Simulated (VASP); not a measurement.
# KBr (Pm-3m) in VASP: single point with PBE

Aim: the single point of KBr with PBE.

Program: VASP 6.6.1. These are calculated values, not measurements. Logs are shortened: lines on timing, memory, paths and dates and some standing lists are left out, and cuts for length are marked.

## 1. The cell of the first run

The structure is cubic, space group Pm-3m (No. 221). The conventional cell has a = 4.043 Å, b = 4.043 Å, c = 4.043 Å, α = 90.00°, β = 90.00°, γ = 90.00°. K (site symmetry m-3m) has 8 Br at 3.50 Å and 6 K at 4.04 Å within 4.6 Å. Br (site symmetry m-3m) has 8 K at 3.50 Å and 6 Br at 4.04 Å within 4.6 Å.

## 2. Single point, PBE

Contents of INCAR:

```
SYSTEM = KBr
PREC = Accurate
ENCUT = 520
EDIFF = 1E-6
ISMEAR = 0
SIGMA = 0.05
LREAL = .FALSE.
LASPH = .TRUE.
NELM = 60
ALGO = Normal
ISIF = 2
LWAVE = .FALSE.
LCHARG = .TRUE.
GGA = PE
LELF = .TRUE.
LVHAR = .TRUE.
NBANDS = 15
```

Contents of KPOINTS:

```
regular mesh
0
G
  10 10 10
  0 0 0
```

Contents of POSCAR:

```
KBr
1.0
    4.0434990000      0.0000000000      0.0000000000
    0.0000000000      4.0434990000      0.0000000000
    0.0000000000      0.0000000000      4.0434990000
K Br
1 1
Direct
    0.0000000000      0.0000000000      0.0000000000
    0.5000000000      0.5000000000      0.5000000000
```

Potentials or basis: VASP PAW PBE potentials, release 64 (K_sv, Br).

Started as:

```
cat potpaw_PBE.64/K_sv/POTCAR potpaw_PBE.64/Br/POTCAR > POTCAR
mpirun -np 1 vasp_std > vasp.out
```

OUTCAR:

```text
SYSTEM = KBr
   PREC = Accurate
   ENCUT = 520
   EDIFF = 1E-6
   ISMEAR = 0
   LREAL = .FALSE.
   LASPH = .TRUE.
   NELM = 60
   ISIF = 2
   GGA = PE

 ion  position               nearest neighbor table
   1  0.000  0.000  0.000-
   2  0.500  0.500  0.500-

  LATTYP: Found a simple cubic cell.
 ALAT       =     4.0434990000

  Lattice vectors:

 A1 = (   4.0434990000,   0.0000000000,   0.0000000000)
 A2 = (   0.0000000000,   4.0434990000,   0.0000000000)
 A3 = (   0.0000000000,   0.0000000000,   4.0434990000)

Analysis of symmetry for initial positions (statically):
=====================================================================
 Subroutine PRICEL returns:
 Original cell was already a primitive cell.

 Routine SETGRP: Setting up the symmetry group for a
 simple cubic supercell.

 Subroutine GETGRP returns: Found 48 space group operations
 (whereof 48 operations were pure point group operations)
 out of a pool of 48 trial point group operations.

The static configuration has the point symmetry O_h .

Analysis of symmetry for dynamics (positions and initial velocities):
=====================================================================
 Subroutine PRICEL returns:
 Original cell was already a primitive cell.

 Routine SETGRP: Setting up the symmetry group for a
 simple cubic supercell.

 Subroutine GETGRP returns: Found 48 space group operations
 (whereof 48 operations were pure point group operations)
 out of a pool of 48 trial point group operations.

The dynamic configuration has the point symmetry O_h .

 Subroutine INISYM returns: Found 48 space group operations
 (whereof 48 operations are pure point group operations),
 and found     1 'primitive' translations

----------------------------------------------------------------------------------------

                                     Primitive cell

  volume of cell :      66.1107

  direct lattice vectors                    reciprocal lattice vectors
     4.043499000  0.000000000  0.000000000     0.247310559  0.000000000  0.000000000
     0.000000000  4.043499000  0.000000000     0.000000000  0.247310559  0.000000000
     0.000000000  0.000000000  4.043499000     0.000000000  0.000000000  0.247310559

  length of vectors
     4.043499000  4.043499000  4.043499000     0.247310559  0.247310559  0.247310559

  position of ions in fractional coordinates (direct lattice)
     0.000000000  0.000000000  0.000000000
     0.500000000  0.500000000  0.500000000

  ion indices of the primitive-cell ions
   primitive index   ion index
                 1           1
                 2           2

----------------------------------------------------------------------------------------

 KPOINTS: regular mesh

Automatic generation of k-mesh.
 Grid dimensions read from file:
 generate k-points for:   10   10   10

 Generating k-lattice:

  Cartesian coordinates                     Fractional coordinates (reciprocal lattice)
     0.024731056  0.000000000  0.000000000     0.100000000  0.000000000  0.000000000
     0.000000000  0.024731056  0.000000000     0.000000000  0.100000000  0.000000000
     0.000000000  0.000000000  0.024731056     0.000000000  0.000000000  0.100000000

  Length of vectors
     0.024731056  0.024731056  0.024731056

  Shift w.r.t. Gamma in fractional coordinates (k-lattice)
     0.000000000  0.000000000  0.000000000

 Subroutine IBZKPT returns following result:
 ===========================================

 Found     56 irreducible k-points:

 Following reciprocal coordinates:
            Coordinates               Weight
  0.000000  0.000000  0.000000      1.000000
  0.100000  0.000000  0.000000      6.000000
  0.200000  0.000000  0.000000      6.000000
  0.300000  0.000000  0.000000      6.000000
  0.400000  0.000000  0.000000      6.000000
  0.500000  0.000000  0.000000      3.000000
[... 16 lines left out ...]
  0.200000  0.100000  0.100000     24.000000
  0.300000  0.100000  0.100000     24.000000
 [... further k-points ...]
   k-points           NKPTS =     56   k-points in BZ     NKDIM =     56   number of bands    NBANDS=     15
   number of dos      NEDOS =    301   number of ions     NIONS =      2
   total plane-waves  NPLWV =  27000
   dimension x,y,z NGX =    30 NGY =   30 NGZ =   30
   dimension x,y,z NGXF=    60 NGYF=   60 NGZF=   60
   ions per type =               1   1
   NGX,Y,Z   is equivalent  to a cutoff of  12.33, 12.33, 12.33 a.u.
   NGXF,Y,Z  is equivalent  to a cutoff of  24.67, 24.67, 24.67 a.u.
 SYSTEM =  KBr
   PREC   = accura    normal or accurate (medium, high low for compatibility)
   ISTART =      0    job   : 0-new  1-cont  2-samecut
   ICHARG =      2    charge: 1-file 2-atom 10-const
   ISPIN  =      1    spin polarized calculation?
   LNONCOLLINEAR =      F non collinear calculations
   LSORBIT =      F    spin-orbit coupling
   LASPH  =      T    aspherical Exc in radial PAW
   ENCUT  =  520.0 eV  38.22 Ry    6.18 a.u.   7.52  7.52  7.52*2*pi/ulx,y,z
   NELM   =     60;   NELMIN=  2; NELMDL= -5     # of ELM steps
   EDIFF  = 0.1E-05   stopping-criterion for ELM
   LREAL  =      F    real-space projection
   EDIFFG = 0.1E-04   stopping-criterion for IOM
   NSW    =      0    number of steps for IOM
   IBRION =     -1    ionic relax: 0-MD 1-quasi-New 2-CG
   NFREE  =      0    steps in history (QN), initial steepest desc. (CG)
   ISIF   =      2    stress and relaxation
   ISYM   =      2    0-nonsym 1-usesym 2-fastsym
   POTIM  = 0.5000    time-step for ionic-motion
   TEBEG  =    0.0;   TEEND  =   0.0 temperature during run
   PSTRESS=    0.0 pullay stress
   NELECT =      16.0000    total number of electrons
   NUPDOWN=      -1.0000    fix difference up-down
   EMIN   =  10.00;   EMAX   =-10.00  energy-range for DOS
   EFERMI =   0.00;   METHOD = LEGACY
   ISMEAR =     0;   SIGMA  =   0.05  broadening in eV -4-tet -1-fermi 0-gaus
   EFERMI_NEDOS =   21; number of points for ismear=-14 and -15
   IALGO  =     38    algorithm
   IMIX   =      4    mixing-type and parameters
     AMIX     =   0.40;   BMIX     =  1.00
     AMIX_MAG =   1.60;   BMIX_MAG =  1.00
  volume/ion in A,a.u.               =      33.06       223.07
  Fermi-wavevector in a.u.,A,eV,Ry     =   1.020213  1.927923 14.161412  1.040834
  Thomas-Fermi vector in A             =   2.153770
   LORBIT       =      0    0 simple, 1 ext, 2 COOP (PROOUT), +10 PAW based schemes
   GGA     = PE    functional components
   LHFCALC =     F    Hartree Fock is set to
   AEXX    =    0.0000 exact exchange contribution
   IVDW    =     0    specifies the selected vdW correction
   LEPSILON=     F    determine dielectric tensor
   LRPA    =     F    only Hartree local field effects (RPA)
 non-spin polarized calculation
 Gauss-broadening in eV      SIGMA  =   0.05
  energy-cutoff  :      520.00
  volume of cell :       66.11
 maximum number of plane-waves:      1806
   NGX = 15   NGY = 15   NGZ = 15

 number of electron      15.9999999 magnetization

 Free energy of the ion-electron system (eV)
  ---------------------------------------------------
  ext. energy  EPLUGINS =         0.00000000
  ---------------------------------------------------
  free energy    TOTEN  =        -6.07840776 eV

  energy without entropy =       -6.07840776  energy(sigma->0) =       -6.07840776

 E-fermi :  -0.5095     XC(G=0):  -7.8250

 val. band max:       -0.7617091540   @ k =   0.5000   0.5000   0.0000
 cond. band min:       3.1007573298   @ k =   0.0000   0.0000   0.0000
 fundamental gap:      3.8624664838
 Fermi energy:        -0.5095362546

 k-point     1 :       0.0000    0.0000    0.0000
  band No.  band energies     occupation
      1     -29.4303      2.00000
      2     -13.5367      2.00000
      3     -12.8548      2.00000
      4     -12.8548      2.00000
      5     -12.8548      2.00000
      6      -1.0218      2.00000
      7      -1.0218      2.00000
      8      -1.0218      2.00000
      9       3.1008      0.00000
     10       5.0924      0.00000
     11       5.0924      0.00000
     12       8.8932      0.00000
     13       8.8932      0.00000
     14       8.8932      0.00000
     15      11.5460      0.00000

 k-point     2 :       0.1000    0.0000    0.0000
  band No.  band energies     occupation
      1     -29.4293      2.00000
      2     -13.5558      2.00000
      3     -12.8530      2.00000
      4     -12.8530      2.00000
      5     -12.8340      2.00000
      6      -1.2451      2.00000
      7      -1.0191      2.00000
      8      -1.0191      2.00000
      9       3.3505      0.00000
     10       5.1688      0.00000
     11       5.3010      0.00000
     12       8.8583      0.00000
     13       8.8583      0.00000
     14       8.9352      0.00000
     15      11.1548      0.00000

 k-point     3 :       0.2000    0.0000    0.0000
  band No.  band energies     occupation
      1     -29.4268      2.00000
      2     -13.6030      2.00000
      3     -12.8483      2.00000
      4     -12.8483      2.00000
      5     -12.7814      2.00000
      6      -1.7366      2.00000
      7      -1.0120      2.00000
      8      -1.0120      2.00000
      9       3.9376      0.00000
     10       5.3938      0.00000
     11       5.8536      0.00000
     12       8.7928      0.00000
     13       8.7928      0.00000
     14       9.0518      0.00000
     15      10.2922      0.00000
[... 343 lines left out ...]
 k-point    23 :       0.2000    0.1000    0.1000
  band No.  band energies     occupation
      1     -29.4250      2.00000
      2     -13.5960      2.00000
      3     -12.8772      2.00000
      4     -12.8613      2.00000
      5     -12.7442      2.00000
      6      -1.7092      2.00000
      7      -1.1947      2.00000
      8      -1.1539      2.00000
      9       4.3185      0.00000
     10       5.6808      0.00000
     11       6.0123      0.00000
     12       8.4356      0.00000
     13       8.4974      0.00000
     14       9.2075      0.00000
     15      10.6999      0.00000

 k-point    24 :       0.3000    0.1000    0.1000
  band No.  band energies     occupation
      1     -29.4219      2.00000
      2     -13.6254      2.00000
      3     -12.8712      2.00000
      4     -12.8551      2.00000
      5     -12.7142      2.00000
      6      -2.1667      2.00000
      7      -1.1484      2.00000
      8      -1.1431      2.00000
      9       4.9441      0.00000
     10       5.9531      0.00000
     11       6.5641      0.00000
     12       8.3476      0.00000
     13       8.3675      0.00000
     14       8.9367      0.00000
     15      10.0262      0.00000

 [... further k-points ...]

------------------------ aborting loop because EDIFF is reached ----------------------------------------

  FORCE on cell =-STRESS in cart. coord.  units (eV):
  Direction    XX          YY          ZZ          XY          YZ          ZX
  --------------------------------------------------------------------------------------
  -------------------------------------------------------------------------------------
  Total       -0.0211221     -0.0211221     -0.0211221     -0.0000000      0.0000000     -0.0000000
  in kB       -0.5118882     -0.5118882     -0.5118882     -0.0000000      0.0000000     -0.0000000
  external PRESSURE =      -0.5118882 kB  Pullay stress =       0.0000000 kB

 VOLUME and BASIS-vectors are now :
 -----------------------------------------------------------------------------
  energy-cutoff  :      520.00
  volume of cell :       66.11
      direct lattice vectors                 reciprocal lattice vectors
     4.043499000  0.000000000  0.000000000     0.247310559  0.000000000  0.000000000
     0.000000000  4.043499000  0.000000000     0.000000000  0.247310559  0.000000000
     0.000000000  0.000000000  4.043499000     0.000000000  0.000000000  0.247310559

 POSITION                                       TOTAL-FORCE (eV/Angst)
 -----------------------------------------------------------------------------------
      0.00000      0.00000      0.00000         0.000000      0.000000      0.000000
      2.02175      2.02175      2.02175         0.000000      0.000000      0.000000
 -----------------------------------------------------------------------------------
    total drift:                                0.000000      0.000000     -0.000000

  FREE ENERGIE OF THE ION-ELECTRON SYSTEM (eV)
  ---------------------------------------------------
  free  energy   TOTEN  =        -6.0784077571 eV

  energy  without entropy=       -6.0784077571  energy(sigma->0) =       -6.07840776
```

Run time: 27 s. Hardware: 1 thread of AMD EPYC 7R43 (Zen 3), shared host; peak memory 0.16 GiB.

Results:

```
Free energy            : -6.0784 eV
Pressure               : -0.1 GPa
Band gap on the k mesh : 3.86 eV, indirect (least direct gap 4.12 eV)
```

Levels at points of the mesh, in eV from the valence-band top:
```csv
k point,band 4,band 5,band 6,band 7,band 8,band 9,band 10,band 11,band 12,band 13
"(0.00, 0.00, 0.00)",-12.09,-12.09,-0.26,-0.26,-0.26,3.86,5.85,5.85,9.65,9.65
"(0.50, 0.00, 0.00)",-12.07,-11.89,-1.94,-0.23,-0.23,6.48,7.17,7.65,8.91,9.65
"(0.50, 0.50, 0.00)",-12.23,-12.06,-1.38,-1.38,0.00,5.22,6.50,8.05,8.05,10.28
"(0.50, 0.50, 0.50)",-12.20,-12.20,-1.41,-1.41,-1.41,7.40,7.40,7.40,9.38,9.38
```
